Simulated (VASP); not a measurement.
# BN (F-43m) in VASP: a series of runs

Runs on BN. Level: PBE. Tasks: vibrations by perturbation theory, elastic constants.

Program: VASP 6.6.1. These are calculated values, not measurements. Logs are shortened: lines on timing, memory, paths and dates and some standing lists are left out, and cuts for length are marked.

### 1 The cell of the first run

It takes space group F-43m (No. 216, cubic). The conventional cell has a = 3.626 Å, b = 3.626 Å, c = 3.626 Å, α = 90.00°, β = 90.00°, γ = 90.00°. B (site symmetry -43m) has 4 N at 1.57 Å within 2.1 Å. Within 2.1 Å of N (site symmetry -43m) lie 4 B at 1.57 Å.

### 2 Vibrations by perturbation theory, PBE

File INCAR:

```
SYSTEM = BN
PREC = Accurate ; ENCUT = 520
EDIFF = 1E-8 ; ISMEAR = 0
SIGMA = 0.01 ; LREAL = .False.
LASPH = .True. ; NELM = 100
ALGO = Normal ; ISIF = 2
LWAVE = .False. ; LCHARG = .False.
GGA = PE ; IBRION = 8
NSW = 1 ; LEPSILON = .True.
```

File KPOINTS:

```
regular mesh
0
Gamma
  8 8 8
  0 0 0
```

File POSCAR:

```
BN
1.0
    0.0000000000      1.8131000000      1.8131000000
    1.8131000000      0.0000000000      1.8131000000
    1.8131000000      1.8131000000      0.0000000000
B N
1 1
Direct
    0.0000000000      0.0000000000      0.0000000000
    0.2500000000      0.2500000000      0.2500000000
```

Potentials or basis: VASP PAW PBE potentials, release 64 (B, N).

The run is started by

```
cat potpaw_PBE.64/B/POTCAR potpaw_PBE.64/N/POTCAR > POTCAR
mpirun -np 1 vasp_std > vasp.out
```

OUTCAR:

```text
SYSTEM = BN
   PREC = Accurate
   ENCUT = 520
   EDIFF = 1E-8
   ISMEAR = 0
   LREAL = .False.
   LASPH = .True.
   NELM = 100
   ISIF = 2
   GGA = PE
   IBRION = 8
   NSW = 1
   LEPSILON = .True.

 ion  position               nearest neighbor table
   1  0.000  0.000  0.000-   2 1.57   2 1.57   2 1.57   2 1.57
   2  0.250  0.250  0.250-   1 1.57   1 1.57   1 1.57   1 1.57

  LATTYP: Found a face centered cubic cell.
 ALAT       =     3.6262000000

  Lattice vectors:

 A1 = (   0.0000000000,   1.8131000000,   1.8131000000)
 A2 = (   1.8131000000,   0.0000000000,   1.8131000000)
 A3 = (   1.8131000000,   1.8131000000,   0.0000000000)

Analysis of symmetry for initial positions (statically):
=====================================================================
 Subroutine PRICEL returns:
 Original cell was already a primitive cell.

 Routine SETGRP: Setting up the symmetry group for a
 face centered cubic supercell.

 Subroutine GETGRP returns: Found 24 space group operations
 (whereof 24 operations were pure point group operations)
 out of a pool of 48 trial point group operations.

The static configuration has the point symmetry T_d .

Analysis of symmetry for dynamics (positions and initial velocities):
=====================================================================
 Subroutine PRICEL returns:
 Original cell was already a primitive cell.

 Routine SETGRP: Setting up the symmetry group for a
 face centered cubic supercell.

 Subroutine GETGRP returns: Found 24 space group operations
 (whereof 24 operations were pure point group operations)
 out of a pool of 48 trial point group operations.

The dynamic configuration has the point symmetry T_d .

 Subroutine INISYM returns: Found 24 space group operations
 (whereof 24 operations are pure point group operations),
 and found     1 'primitive' translations

----------------------------------------------------------------------------------------

                                     Primitive cell

  volume of cell :      11.9205

  direct lattice vectors                    reciprocal lattice vectors
     0.000000000  1.813100000  1.813100000    -0.275770779  0.275770779  0.275770779
     1.813100000  0.000000000  1.813100000     0.275770779 -0.275770779  0.275770779
     1.813100000  1.813100000  0.000000000     0.275770779  0.275770779 -0.275770779

  length of vectors
     2.564110610  2.564110610  2.564110610     0.477649001  0.477649001  0.477649001

  position of ions in fractional coordinates (direct lattice)
     0.000000000  0.000000000  0.000000000
     0.250000000  0.250000000  0.250000000

  ion indices of the primitive-cell ions
   primitive index   ion index
                 1           1
                 2           2

----------------------------------------------------------------------------------------

 KPOINTS: regular mesh

Automatic generation of k-mesh.
 Grid dimensions read from file:
 generate k-points for:    8    8    8

 Generating k-lattice:

  Cartesian coordinates                     Fractional coordinates (reciprocal lattice)
    -0.034471347  0.034471347  0.034471347     0.125000000  0.000000000  0.000000000
     0.034471347 -0.034471347  0.034471347     0.000000000  0.125000000  0.000000000
     0.034471347  0.034471347 -0.034471347     0.000000000  0.000000000  0.125000000

  Length of vectors
     0.059706125  0.059706125  0.059706125

  Shift w.r.t. Gamma in fractional coordinates (k-lattice)
     0.000000000  0.000000000  0.000000000

 Subroutine IBZKPT returns following result:
 ===========================================

 Found     29 irreducible k-points:

[... 370 lines left out ...]
  energy-cutoff  :      520.00
  volume of cell :       11.92
      direct lattice vectors                 reciprocal lattice vectors
     0.000000000  1.813100000  1.813100000    -0.275770779  0.275770779  0.275770779
     1.813100000  0.000000000  1.813100000     0.275770779 -0.275770779  0.275770779
     1.813100000  1.813100000  0.000000000     0.275770779  0.275770779 -0.275770779

 POSITION                                       TOTAL-FORCE (eV/Angst)
 -----------------------------------------------------------------------------------
      0.00000      0.00000      0.00000         0.000000      0.000000      0.000000
      0.90655      0.90655      0.90655        -0.000000     -0.000000     -0.000000
 -----------------------------------------------------------------------------------
    total drift:                                0.000000      0.000000      0.000000

  FREE ENERGIE OF THE ION-ELECTRON SYSTEM (eV)
  ---------------------------------------------------
  free  energy   TOTEN  =       -17.4507410208 eV

  energy  without entropy=      -17.4507410208  energy(sigma->0) =      -17.45074102

 HEAD OF MICROSCOPIC STATIC DIELECTRIC TENSOR (INDEPENDENT PARTICLE, excluding Hartree and local field effects)
 ------------------------------------------------------
           4.723859     0.000000    -0.000000
           0.000000     4.723859     0.000000
          -0.000000     0.000000     4.723859
 ------------------------------------------------------

 Free energy of the ion-electron system (eV)
  ---------------------------------------------------
  ---------------------------------------------------
  free energy    TOTEN  =        -0.12939390 eV

  energy without entropy =       -0.12939390

------------------------ aborting loop because EDIFF is reached ----------------------------------------

--------------------------------------- Ionic step        2  -------------------------------------------

------------------------ aborting loop because EDIFF is reached ----------------------------------------

--------------------------------------- Ionic step        3  -------------------------------------------

------------------------ aborting loop because EDIFF is reached ----------------------------------------

 PIEZOELECTRIC TENSOR FIELD DIRECTION 3  (e Angst)
 -----------------------------------------------------------------------------
    -0.00025 -0.77248  0.00000           ( -0.00000 -0.00429  0.00000)
    -0.77248 -0.00025  0.00000           ( -0.00429 -0.00000  0.00000)
     0.00000  0.00000  0.00016           (  0.00000  0.00000 -0.00000)

 PIEZOELECTRIC TENSOR FIELD DIRECTION 3  (C/m^2)
 -----------------------------------------------------------------------------
    -0.00033 -1.03826  0.00000
    -1.03826 -0.00033  0.00000
     0.00000  0.00000  0.00021

--------------------------------------- Ionic step        4  -------------------------------------------

------------------------ aborting loop because EDIFF is reached ----------------------------------------

[... ionic steps 5 to 6 ...]

--------------------------------------- Ionic step        7  -------------------------------------------

 Free energy of the ion-electron system (eV)
  ---------------------------------------------------
  ---------------------------------------------------
  free energy    TOTEN  =        -0.23073075 eV

  energy without entropy =       -0.23073075

------------------------ aborting loop because EDIFF is reached ----------------------------------------

 INTERNAL STRAIN TENSOR  FOR ION    2  DIRECTION 1   (eV/Angst):
 -----------------------------------------------------------------------------
    -0.02937  0.00000  0.00000
     0.00000  0.01638 -1.38365
     0.00000 -1.38365  0.01638

 MACROSCOPIC STATIC DIELECTRIC TENSOR (including local field effects in DFT)
 ------------------------------------------------------
           4.630274    -0.000000     0.000000
           0.000000     4.630274     0.000000
          -0.000000    -0.000000     4.630274
 ------------------------------------------------------

 PIEZOELECTRIC TENSOR (including local field effects)  for field in x, y, z        (e  Angst)
          XX          YY          ZZ          XY          YZ          ZX
  --------------------------------------------------------------------------------
  x     0.00000    -0.00000    -0.00000     0.00000    -0.77299     0.00000
  y     0.00000     0.00000     0.00000     0.00000     0.00000    -0.77299
  z    -0.00000    -0.00000     0.00000    -0.77299     0.00000     0.00000

 PIEZOELECTRIC TENSOR (including local field effects)  for field in x, y, z        (C/m^2)
          XX          YY          ZZ          XY          YZ          ZX
  --------------------------------------------------------------------------------
  x     0.00000    -0.00000    -0.00000     0.00000    -1.03894     0.00000
  y     0.00000     0.00000     0.00000     0.00000     0.00000    -1.03894
  z    -0.00000    -0.00000     0.00000    -1.03894     0.00000     0.00000

 BORN EFFECTIVE CHARGES (including local field effects) (in |e|, cummulative output)
 ---------------------------------------------------------------------------------
 ion    1
    1     1.91321     0.00000    -0.00000
    2     0.00000     1.91321     0.00000
    3    -0.00000     0.00000     1.91321
 ion    2
    1    -1.91321    -0.00000     0.00000
    2    -0.00000    -1.91321    -0.00000
    3     0.00000    -0.00000    -1.91321

 INTERNAL STRAIN TENSOR FOR ION    2 for displacements in x,y,z  (eV/Angst):
          X           Y           Z          XY          YZ          ZX
  --------------------------------------------------------------------------------
  x     0.00000     0.00000     0.00000     0.00000    -1.38365     0.00000
  y     0.00000     0.00000     0.00000     0.00000     0.00000    -1.38365
  z     0.00000     0.00000     0.00000    -1.38365     0.00000     0.00000

 SECOND DERIVATIVES (NOT SYMMETRIZED)
 ------------------------------------
               1X          1Y          1Z          2X          2Y          2Z
  1X   -23.692044    0.000000    0.000000   23.692044    0.000000    0.000000
  1Y     0.000000  -23.692044    0.000000    0.000000   23.692044    0.000000
  1Z     0.000000    0.000000  -23.692044    0.000000    0.000000   23.692044
  2X    23.694384    0.000000    0.000000  -23.694384    0.000000    0.000000
  2Y     0.000000   23.694384    0.000000    0.000000  -23.694384    0.000000
  2Z     0.000000    0.000000   23.694384    0.000000    0.000000  -23.694384

 Eigenvectors and eigenvalues of the dynamical matrix
 ----------------------------------------------------

   1 f  =   30.809153 THz   193.579618 2PiTHz 1027.682729 cm-1   127.416362 meV
             X         Y         Z           dx          dy          dz
      0.000000  0.000000  0.000000    -0.000000   -0.637218   -0.397759
      0.906550  0.906550  0.906550    -0.000000    0.559967    0.349539
[... 21 lines left out ...]
   6 f/i=    0.000755 THz     0.004741 2PiTHz    0.025168 cm-1     0.003120 meV
             X         Y         Z           dx          dy          dz
      0.000000  0.000000  0.000000     0.326603    0.532583    0.213134
      0.906550  0.906550  0.906550     0.371660    0.606056    0.242537

--------------------------------------------------------------------------------------------------------

 MACROSCOPIC STATIC DIELECTRIC TENSOR IONIC CONTRIBUTION
 ------------------------------------------------------
           2.345169    -0.000000     0.000000
          -0.000000     2.345169    -0.000000
           0.000000    -0.000000     2.345169
 ------------------------------------------------------

 ELASTIC MODULI CONTR FROM IONIC RELAXATION (kBar)
 Direction    XX          YY          ZZ          XY          YZ          ZX
 --------------------------------------------------------------------------------
 XX          -0.0000      0.0000     -0.0000      0.0000     -0.0000      0.0000
 YY           0.0000     -0.0000     -0.0000      0.0000      0.0000      0.0000
 ZZ          -0.0000     -0.0000     -0.0000      0.0000      0.0000      0.0000
 XY           0.0000      0.0000      0.0000     -9.4120     -0.0000      0.0000
 YZ          -0.0000      0.0000      0.0000     -0.0000     -9.4120      0.0000
 ZX           0.0000      0.0000      0.0000      0.0000      0.0000     -9.4120
 --------------------------------------------------------------------------------

 PIEZOELECTRIC TENSOR IONIC CONTR  for field in x, y, z        (C/m^2)
          XX          YY          ZZ          XY          YZ          ZX
  --------------------------------------------------------------------------------
  x     0.00000    -0.00000    -0.00000     0.00000     0.13980    -0.00000
  y    -0.00000    -0.00000    -0.00000    -0.00000    -0.00000     0.13980
  z    -0.00000    -0.00000    -0.00000     0.13980     0.00000    -0.00000
```

It took 35 s on 1 thread of Intel Xeon 6975P-C (Granite Rapids), shared host; peak memory 0.14 GiB.

Results:

| Property | Result |
| --- | --- |
| Electronic dielectric tensor (diagonal) | 4.63 |
| Born charges (mean of the diagonal) | B +1.91; N -1.91 e |
| Highest phonon frequency at Γ, LO-TO splitting left out | 1028 cm⁻¹ |

Phonon frequencies in cm⁻¹ (negative: imaginary):
| q point | frequencies |
| --- | --- |
| (0.000, 0.000, 0.000) | 0 0 0 1028 1028 1028 |

Electronic dielectric tensor:
```
4.63 0.00 0.00
0.00 4.63 0.00
0.00 0.00 4.63
```

Born effective charge tensors (e):
atom 1, B
```
1.91 0.00 0.00
0.00 1.91 0.00
0.00 0.00 1.91
```
atom 2, N
```
-1.91  0.00  0.00
 0.00 -1.91  0.00
 0.00  0.00 -1.91
```

Caveat: the k points lie up to 0.38 Å⁻¹ apart.

### 3 Elastic constants, PBE

File INCAR:

```
ALGO = Normal
EDIFF = 1E-8
ENCUT = 600
GGA = PE
IBRION = 6
ISIF = 3
ISMEAR = 0
LASPH = True
LCHARG = True
LREAL = False
LWAVE = False
NBANDS = 11
NELM = 60
NFREE = 2
NSW = 1
POTIM = 0.015
PREC = Accurate
SIGMA = 0.01
```

File KPOINTS:

```
k-points
0
Gamma
  8 8 8
```

POSCAR is that of step 2.

Potentials or basis: VASP PAW PBE potentials, release 64 (B, N).

The run is started by

```
cat potpaw_PBE.64/B/POTCAR potpaw_PBE.64/N/POTCAR > POTCAR
mpirun -np 1 vasp_std > vasp.out
```

Run time: 55 s. Hardware: 1 thread of Intel Xeon 6975P-C (Granite Rapids), shared host; peak memory 0.15 GiB.

The run converged. Its results:

| Quantity | Value |
| --- | --- |
| Elastic constants C11, C12, C44 | 778, 169, 442 GPa |
| Voigt bulk modulus | 372 GPa |
| Highest phonon frequency at Γ, LO-TO splitting left out | 1028 cm⁻¹ |

Phonon frequencies in cm⁻¹ (negative: imaginary):
```csv
q point,frequencies
"(0.000, 0.000, 0.000)",0 0 0 1028 1028 1028
```

Elastic tensor in Voigt notation (GPa, in the Cartesian axes of the cell as first typed):
```
778 169 169   0   0   0
169 778 169   0   0   0
169 169 778   0   0   0
  0   0   0 442   0   0
  0   0   0   0 442   0
  0   0   0   0   0 442
```

Clamped-ion elastic tensor (GPa):
```
778 169 169   0   0   0
169 778 169   0   0   0
169 169 778   0   0   0
  0   0   0 443   0   0
  0   0   0   0 443   0
  0   0   0   0   0 443
```

Caveat: the k points lie up to 0.38 Å⁻¹ apart.
